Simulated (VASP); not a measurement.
# TaN (P-6m2) in VASP: a series of runs

Runs on TaN. Level: PBEsol. Tasks: single point.

Everything below comes from runs of VASP 6.6.1. Logs are shortened: lines on timing, memory, paths and dates and some standing lists are left out, and cuts for length are marked.

### 1 The cell of the first run

It takes space group P-6m2 (No. 187, hexagonal). The conventional cell has a = 3.119 Å, b = 3.119 Å, c = 2.826 Å, α = 90.00°, β = 90.00°, γ = 120.00°. Ta (site symmetry -6m2) has 6 N at 2.29 Å and 8 Ta at 2.83 to 3.12 Å within 3.2 Å. Within 3.2 Å of N (site symmetry -6m2) lie 6 Ta at 2.29 Å and 8 N at 2.83 to 3.12 Å.

### 2 Single point, PBEsol (11.90 Å³/atom)

Contents of INCAR:

```
SYSTEM = TaN
PREC = Accurate ; ENCUT = 520
EDIFF = 1E-6 ; ISMEAR = 0
SIGMA = 0.15 ; LREAL = .False.
LASPH = .True. ; NELM = 80
ALGO = Normal ; ISIF = 2
LWAVE = .False. ; LCHARG = .True.
GGA = PS ; LELF = .True.
LVHAR = .True. ; NBANDS = 15
```

Contents of KPOINTS:

```
regular mesh
0
Gamma
  21 21 18
  0 0 0
```

Contents of POSCAR:

```
TaN
1.0
    3.1189282490      0.0000000000      0.0000000000
   -1.5594641245      2.7010710962      0.0000000000
    0.0000000000      0.0000000000      2.8260608864
Ta N
1 1
Direct
    0.3333333333      0.6666666667      0.5000000000
    0.0000000000      0.0000000000      0.0000000000
```

Potentials or basis: VASP PAW PBE potentials, release 64 (Ta_pv, N).

Launch:

```sh
$ cat potpaw_PBE.64/Ta_pv/POTCAR potpaw_PBE.64/N/POTCAR > POTCAR
$ mpirun -np 1 vasp_std > vasp.out
```

OUTCAR:

```text
SYSTEM = TaN
   PREC = Accurate
   ENCUT = 520
   EDIFF = 1E-6
   ISMEAR = 0
   LREAL = .False.
   LASPH = .True.
   NELM = 80
   ISIF = 2
   GGA = PS

 ion  position               nearest neighbor table
   1  0.333  0.667  0.500-   2 2.29   2 2.29   2 2.29   2 2.29   2 2.29   2 2.29
   2  0.000  0.000  0.000-   1 2.29   1 2.29   1 2.29   1 2.29   1 2.29   1 2.29

  LATTYP: Found a hexagonal cell.
 ALAT       =     3.1189282490
 C/A-ratio  =     0.9061000000

  Lattice vectors:

 A1 = (   3.1189282490,   0.0000000000,   0.0000000000)
 A2 = (  -1.5594641245,   2.7010710962,   0.0000000000)
 A3 = (   0.0000000000,   0.0000000000,   2.8260608864)

Analysis of symmetry for initial positions (statically):
=====================================================================
 Subroutine PRICEL returns:
 Original cell was already a primitive cell.

 Routine SETGRP: Setting up the symmetry group for a
 hexagonal supercell.

 Subroutine GETGRP returns: Found 12 space group operations
 (whereof 12 operations were pure point group operations)
 out of a pool of 24 trial point group operations.

The static configuration has the point symmetry D_3h.

Analysis of symmetry for dynamics (positions and initial velocities):
=====================================================================
 Subroutine PRICEL returns:
 Original cell was already a primitive cell.

 Routine SETGRP: Setting up the symmetry group for a
 hexagonal supercell.

 Subroutine GETGRP returns: Found 12 space group operations
 (whereof 12 operations were pure point group operations)
 out of a pool of 24 trial point group operations.

The dynamic configuration has the point symmetry D_3h.

 Subroutine INISYM returns: Found 12 space group operations
 (whereof 12 operations are pure point group operations),
 and found     1 'primitive' translations

----------------------------------------------------------------------------------------

                                     Primitive cell

  volume of cell :      23.8080

  direct lattice vectors                    reciprocal lattice vectors
     3.118928249  0.000000000  0.000000000     0.320622958  0.185111751  0.000000000
    -1.559464125  2.701071096  0.000000000     0.000000000  0.370223502  0.000000000
     0.000000000  0.000000000  2.826060886     0.000000000  0.000000000  0.353849418

  length of vectors
     3.118928249  3.118928249  2.826060886     0.370223502  0.370223502  0.353849418

  position of ions in fractional coordinates (direct lattice)
     0.333333333  0.666666667  0.500000000
     0.000000000  0.000000000  0.000000000

  ion indices of the primitive-cell ions
   primitive index   ion index
                 1           1
                 2           2

----------------------------------------------------------------------------------------

 KPOINTS: regular mesh

Automatic generation of k-mesh.
 Grid dimensions read from file:
 generate k-points for:   21   21   18

 Generating k-lattice:

  Cartesian coordinates                     Fractional coordinates (reciprocal lattice)
     0.015267760  0.008814845  0.000000000     0.047619048 -0.000000000  0.000000000
     0.000000000  0.017629691  0.000000000     0.000000000  0.047619048  0.000000000
     0.000000000  0.000000000  0.019658301     0.000000000  0.000000000  0.055555556

  Length of vectors
     0.017629691  0.017629691  0.019658301

  Shift w.r.t. Gamma in fractional coordinates (k-lattice)
     0.000000000  0.000000000  0.000000000

 Subroutine IBZKPT returns following result:
 ===========================================

 Found    480 irreducible k-points:

 Following reciprocal coordinates:
            Coordinates               Weight
  0.000000  0.000000  0.000000      1.000000
  0.047619  0.000000  0.000000      6.000000
  0.095238  0.000000  0.000000      6.000000
  0.142857  0.000000  0.000000      6.000000
  0.190476  0.000000  0.000000      6.000000
  0.238095  0.000000  0.000000      6.000000
[... 16 lines left out ...]
  0.142857  0.095238  0.000000     12.000000
  0.190476  0.095238  0.000000     12.000000
 [... further k-points ...]
   k-points           NKPTS =    480   k-points in BZ     NKDIM =    480   number of bands    NBANDS=     15
   number of dos      NEDOS =    301   number of ions     NIONS =      2
   total plane-waves  NPLWV =  13824
   dimension x,y,z NGX =    24 NGY =   24 NGZ =   24
   dimension x,y,z NGXF=    48 NGYF=   48 NGZF=   48
   ions per type =               1   1
   NGX,Y,Z   is equivalent  to a cutoff of  12.79, 12.79, 14.12 a.u.
   NGXF,Y,Z  is equivalent  to a cutoff of  25.59, 25.59, 28.24 a.u.
 SYSTEM =  TaN
   PREC   = accura    normal or accurate (medium, high low for compatibility)
   ISTART =      0    job   : 0-new  1-cont  2-samecut
   ICHARG =      2    charge: 1-file 2-atom 10-const
   ISPIN  =      1    spin polarized calculation?
   LNONCOLLINEAR =      F non collinear calculations
   LSORBIT =      F    spin-orbit coupling
   LASPH  =      T    aspherical Exc in radial PAW
   ENCUT  =  520.0 eV  38.22 Ry    6.18 a.u.   5.80  5.80  5.25*2*pi/ulx,y,z
   NELM   =     80;   NELMIN=  2; NELMDL= -5     # of ELM steps
   EDIFF  = 0.1E-05   stopping-criterion for ELM
   LREAL  =      F    real-space projection
   EDIFFG = 0.1E-04   stopping-criterion for IOM
   NSW    =      0    number of steps for IOM
   IBRION =     -1    ionic relax: 0-MD 1-quasi-New 2-CG
   NFREE  =      0    steps in history (QN), initial steepest desc. (CG)
   ISIF   =      2    stress and relaxation
   ISYM   =      2    0-nonsym 1-usesym 2-fastsym
   POTIM  = 0.5000    time-step for ionic-motion
   TEBEG  =    0.0;   TEEND  =   0.0 temperature during run
   PSTRESS=    0.0 pullay stress
   NELECT =      16.0000    total number of electrons
   NUPDOWN=      -1.0000    fix difference up-down
   EMIN   =  10.00;   EMAX   =-10.00  energy-range for DOS
   EFERMI =   0.00;   METHOD = LEGACY
   ISMEAR =     0;   SIGMA  =   0.15  broadening in eV -4-tet -1-fermi 0-gaus
   EFERMI_NEDOS =   21; number of points for ismear=-14 and -15
   IALGO  =     38    algorithm
   IMIX   =      4    mixing-type and parameters
     AMIX     =   0.40;   BMIX     =  1.00
     AMIX_MAG =   1.60;   BMIX_MAG =  1.00
  volume/ion in A,a.u.               =      11.90        80.33
  Fermi-wavevector in a.u.,A,eV,Ry     =   1.433972  2.709813 27.977310  2.056274
  Thomas-Fermi vector in A             =   2.553431
   LORBIT       =      0    0 simple, 1 ext, 2 COOP (PROOUT), +10 PAW based schemes
   GGA     = PS    functional components
   LHFCALC =     F    Hartree Fock is set to
   AEXX    =    0.0000 exact exchange contribution
   IVDW    =     0    specifies the selected vdW correction
   LEPSILON=     F    determine dielectric tensor
   LRPA    =     F    only Hartree local field effects (RPA)
 non-spin polarized calculation
 Gauss-broadening in eV      SIGMA  =   0.15
  energy-cutoff  :      520.00
  volume of cell :       23.81
 maximum number of plane-waves:       652
 NGX is ok and might be reduce to    24
   NGX = 11   NGY = 11   NGZ = 11

 number of electron      15.9999998 magnetization

 Free energy of the ion-electron system (eV)
  ---------------------------------------------------
  ext. energy  EPLUGINS =         0.00000000
  ---------------------------------------------------
  free energy    TOTEN  =       -23.39502782 eV

  energy without entropy =      -23.39391021  energy(sigma->0) =      -23.39446902

 E-fermi :   7.1110     XC(G=0): -12.9533

 val. band max:        7.1093416861   @ k =   0.0000   0.0000   0.5000
 cond. band min:       7.1360309522   @ k =   0.0476   0.0000   0.2778
 fundamental gap:      0.0266892661
 Fermi energy:         7.1110207307

 k-point     1 :       0.0000    0.0000    0.0000
  band No.  band energies     occupation
      1     -27.8110      2.00000
      2     -27.8110      2.00000
      3     -27.7624      2.00000
      4      -9.9707      2.00000
      5       2.4095      2.00000
      6       2.4095      2.00000
      7       3.4152      2.00000
      8       4.8575      2.00000
      9       8.0900      0.00000
     10      10.6398      0.00000
     11      10.6398      0.00000
     12      10.7579      0.00000
     13      10.7579      0.00000
     14      19.6574      0.00000
     15      20.1942      0.00000

 k-point     2 :       0.0476    0.0000    0.0000
  band No.  band energies     occupation
      1     -27.8248      2.00000
      2     -27.8140      2.00000
      3     -27.7609      2.00000
      4      -9.9332      2.00000
      5       2.2739      2.00000
      6       2.4401      2.00000
      7       3.4649      2.00000
      8       4.8033      2.00000
      9       8.2590      0.00000
     10      10.5504      0.00000
     11      10.6366      0.00000
     12      10.7415      0.00000
     13      10.8145      0.00000
     14      19.6108      0.00000
     15      20.1887      0.00000

 k-point     3 :       0.0952    0.0000    0.0000
  band No.  band energies     occupation
      1     -27.8649      2.00000
      2     -27.8228      2.00000
      3     -27.7564      2.00000
      4      -9.8238      2.00000
      5       1.9290      2.00000
      6       2.5292      2.00000
      7       3.5909      2.00000
      8       4.6521      2.00000
      9       8.7176      0.00000
     10      10.3075      0.00000
     11      10.6305      0.00000
     12      10.6942      0.00000
     13      10.9704      0.00000
     14      19.5040      0.00000
     15      20.1799      0.00000

 k-point     4 :       0.1429    0.0000    0.0000
  band No.  band energies     occupation
      1     -27.9271      2.00000
      2     -27.8366      2.00000
      3     -27.7493      2.00000
      4      -9.6507      2.00000
      5       1.4782      2.00000
      6       2.6689      2.00000
      7       3.7613      2.00000
      8       4.4316      2.00000
      9       9.3574      0.00000
     10       9.9824      0.00000
     11      10.6212      0.00000
     12      10.6306      0.00000
     13      11.1899      0.00000
     14      19.3935      0.00000
     15      20.1739      0.00000
[... 307 lines left out ...]
 k-point    22 :       0.0952    0.0952    0.0000
  band No.  band energies     occupation
      1     -27.9585      2.00000
      2     -27.8479      2.00000
      3     -27.7453      2.00000
      4      -9.5517      2.00000
      5       1.2706      2.00000
      6       2.7222      2.00000
      7       3.8563      2.00000
      8       4.3163      2.00000
      9       9.6411      0.00000
     10       9.8511      0.00000
     11      10.5331      0.00000
     12      10.6591      0.00000
     13      11.3509      0.00000
     14      19.3771      0.00000
     15      20.1728      0.00000

 k-point    23 :       0.1429    0.0952    0.0000
  band No.  band energies     occupation
      1     -28.0288      2.00000
      2     -27.8687      2.00000
      3     -27.7367      2.00000
      4      -9.3361      2.00000
      5       0.8588      2.00000
      6       2.8538      2.00000
      7       4.0406      2.00000
      8       4.0827      2.00000
      9       9.4254      0.00000
     10      10.3975      0.00000
     11      10.4127      0.00000
     12      10.7308      0.00000
     13      11.6183      0.00000
     14      19.3530      0.00000
     15      20.1712      0.00000

 k-point    24 :       0.1905    0.0952    0.0000
  band No.  band energies     occupation
      1     -28.1067      2.00000
      2     -27.8921      2.00000
      3     -27.7270      2.00000
      4      -9.0884      2.00000
      5       0.4582      2.00000
      6       2.9794      2.00000
      7       3.8417      2.00000
      8       4.2269      2.00000
      9       9.1480      0.00000
     10      10.2461      0.00000
     11      10.7498      0.00000
     12      11.2178      0.00000
     13      11.8826      0.00000
     14      19.3607      0.00000
     15      20.1711      0.00000

 [... further k-points ...]

------------------------ aborting loop because EDIFF is reached ----------------------------------------

  FORCE on cell =-STRESS in cart. coord.  units (eV):
  Direction    XX          YY          ZZ          XY          YZ          ZX
  --------------------------------------------------------------------------------------
  -------------------------------------------------------------------------------------
  Total       -6.2114484     -6.2114484     -0.4162925      0.0000000      0.0000000      0.0000000
  in kB     -418.0041058   -418.0041058    -28.0147181      0.0000000      0.0000000      0.0000000
  external PRESSURE =    -288.0076433 kB  Pullay stress =       0.0000000 kB

 VOLUME and BASIS-vectors are now :
 -----------------------------------------------------------------------------
  energy-cutoff  :      520.00
  volume of cell :       23.81
      direct lattice vectors                 reciprocal lattice vectors
     3.118928249  0.000000000  0.000000000     0.320622958  0.185111751  0.000000000
    -1.559464125  2.701071096  0.000000000     0.000000000  0.370223502  0.000000000
     0.000000000  0.000000000  2.826060886     0.000000000  0.000000000  0.353849418

 POSITION                                       TOTAL-FORCE (eV/Angst)
 -----------------------------------------------------------------------------------
     -0.00000      1.80071      1.41303        -0.000000      0.000000      0.000000
      0.00000      0.00000      0.00000         0.000000     -0.000000      0.000000
 -----------------------------------------------------------------------------------
    total drift:                                0.000000     -0.000000     -0.000000

  FREE ENERGIE OF THE ION-ELECTRON SYSTEM (eV)
  ---------------------------------------------------
  free  energy   TOTEN  =       -23.3950278214 eV

  energy  without entropy=      -23.3939102103  energy(sigma->0) =      -23.39446902
```

It took 2.1 min on 1 thread of Intel Xeon 8259CL, shared host; peak memory 0.29 GiB.

Results:

- Free energy: -23.3950 eV
- Pressure: -28.8 GPa
- Band gap on the k mesh: zero (bands 8 and 9 overlap by 0.39 eV)

Stress tensor (GPa, compression positive):
```
-41.80   0.00   0.00
  0.00 -41.80   0.00
  0.00   0.00  -2.80
```

Caveat: the cell stands under tension; the PAW data sets were made with another functional, which shifts forces and pressure a little; spin-orbit coupling is left out, which moves the levels of the heavy elements.

### 3 Single point, PBEsol (9.78 Å³/atom)

This run uses another cell than the first one, of 9.78 Å³/atom.

Contents of INCAR:

```
PREC     = Accurate       # precision mode
ENCUT    = 520            # plane-wave cutoff, eV
EDIFF    = 1E-7           # SCF threshold, eV
ISMEAR   = 0              # smearing method
SIGMA    = 0.15           # smearing width, eV
LREAL    = F              # projectors in reciprocal space
LASPH    = T              # aspherical terms in the spheres
NELM     = 80             # most SCF steps
ALGO     = Normal         # electronic algorithm
ISIF     = 2              # what is computed and relaxed
LWAVE    = F              # write WAVECAR
LCHARG   = T              # write CHGCAR
GGA      = PS             # functional
LELF     = T              # ELF
LVHAR    = T            
NBANDS   = 15             # bands
```

Contents of KPOINTS:

```
Automatic mesh
0
Gamma
  21 21 18
```

Contents of POSCAR:

```
TaN
1.0
    2.8061679874      0.0000000000      0.0000000000
   -1.4030839937      2.4302127644      0.0000000000
    0.0000000000      0.0000000000      2.8676230663
Ta N
1 1
Direct
    0.3333333333      0.6666666667      0.5000000000
    0.0000000000      0.0000000000      0.0000000000
```

Potentials or basis: VASP PAW PBE potentials, release 64 (Ta_pv, N).

Launch:

```sh
$ cat potpaw_PBE.64/Ta_pv/POTCAR potpaw_PBE.64/N/POTCAR > POTCAR
$ mpirun -np 1 vasp_std > vasp.out
```

It took 89 s on 1 thread of Intel Xeon 8259CL, shared host; peak memory 0.26 GiB.

The run converged. Its results:

| Property | Result |
| --- | --- |
| Free energy | -23.5789 eV |
| Pressure | 36.5 GPa |
| Band gap on the k mesh | zero (bands 8 and 9 overlap by 0.44 eV) |

Stress tensor (GPa, compression positive):
```
45.12  0.00  0.00
 0.00 45.12  0.00
 0.00  0.00 19.22
```

Levels at points of the mesh, in eV from the Fermi level:
```csv
k point,band 6,band 7,band 8,band 9,band 10,band 11
"(0.00, 0.00, 0.00)",-4.59,-4.59,-3.18,3.42,3.87,3.87
"(0.00, 0.00, 0.50)",-3.66,-3.66,-0.13,-0.13,2.14,3.96
```

Caveat: the cell stands under pressure; the PAW data sets were made with another functional, which shifts forces and pressure a little; spin-orbit coupling is left out, which moves the levels of the heavy elements.

### 4 Single point, PBEsol (9.78 Å³/atom)

This run uses another cell than the first one, of 9.78 Å³/atom.

Contents of INCAR:

```
SYSTEM = TaN
PREC = Accurate
ENCUT = 520
EDIFF = 1E-6
ISMEAR = 0
SIGMA = 0.15
LREAL = .FALSE.
LASPH = .TRUE.
NELM = 60
ALGO = Normal
ISIF = 2
LWAVE = .FALSE.
LCHARG = .TRUE.
GGA = PS
LELF = .TRUE.
LVHAR = .TRUE.
NBANDS = 15
```

Contents of KPOINTS:

```
Automatic mesh
0
G
  21 21 18
  0 0 0
```

Contents of POSCAR:

```
TaN
1.0
    2.9209520127      0.0000000000      0.0000000000
   -1.4604760063      2.5296186463      0.0000000000
    0.0000000000      0.0000000000      2.6466746187
Ta N
1 1
Direct
    0.3333333333      0.6666666667      0.5000000000
    0.0000000000      0.0000000000      0.0000000000
```

Launch:

```sh
$ cat potpaw_PBE.64/Ta_pv/POTCAR potpaw_PBE.64/N/POTCAR > POTCAR
$ mpirun -np 1 vasp_std > vasp.out
```

It took 1.7 min on 1 thread of Intel Xeon 8259CL, shared host; peak memory 0.26 GiB.

The run converged. Its results:

* Free energy: -23.3759 eV
* Pressure: 42.3 GPa
* Band gap on the k mesh: zero (bands 8 and 9 overlap by 0.51 eV)

Stress tensor (GPa, compression positive):
```
19.10  0.00  0.00
 0.00 19.10  0.00
 0.00  0.00 88.55
```

Levels at points of the mesh, in eV from the Fermi level:
```tsv
k point	band 6	band 7	band 8	band 9	band 10	band 11
(0.00, 0.00, 0.00)	-5.73	-4.71	-2.49	2.23	4.50	4.50
(0.00, 0.00, 0.50)	-4.84	-4.84	-0.11	-0.11	2.87	2.87
```

Caveat: the cell stands under pressure; the PAW data sets were made with another functional, which shifts forces and pressure a little; spin-orbit coupling is left out, which moves the levels of the heavy elements.

### 5 Overview

```tsv
cell	gap on the mesh (eV)	pressure (GPa)
a = 3.119, b = 3.119, c = 2.826 Å, angles 90.0, 90.0, 120.0°, 2 atoms	none	-28.8
a = 2.806, b = 2.806, c = 2.868 Å, angles 90.0, 90.0, 120.0°, 2 atoms	none	36.5
a = 2.921, b = 2.921, c = 2.647 Å, angles 90.0, 90.0, 120.0°, 2 atoms	none	42.3
```

Alike in all rows: task single point; level PBEsol; potentials or basis VASP PAW PBE potentials, release 64 (Ta_pv, N); no spin polarisation; k mesh 21 × 21 × 18; cutoff (eV) 520; smearing gaussian 0.15 eV.

Caveats: the PAW data sets were made with another functional, which shifts forces and pressure a little; spin-orbit coupling is left out, which moves the levels of the heavy elements; the cell stands under pressure (at least some runs); the cell stands under tension (at least some runs).

Absolute energies hang on the potentials; compare differences alone.
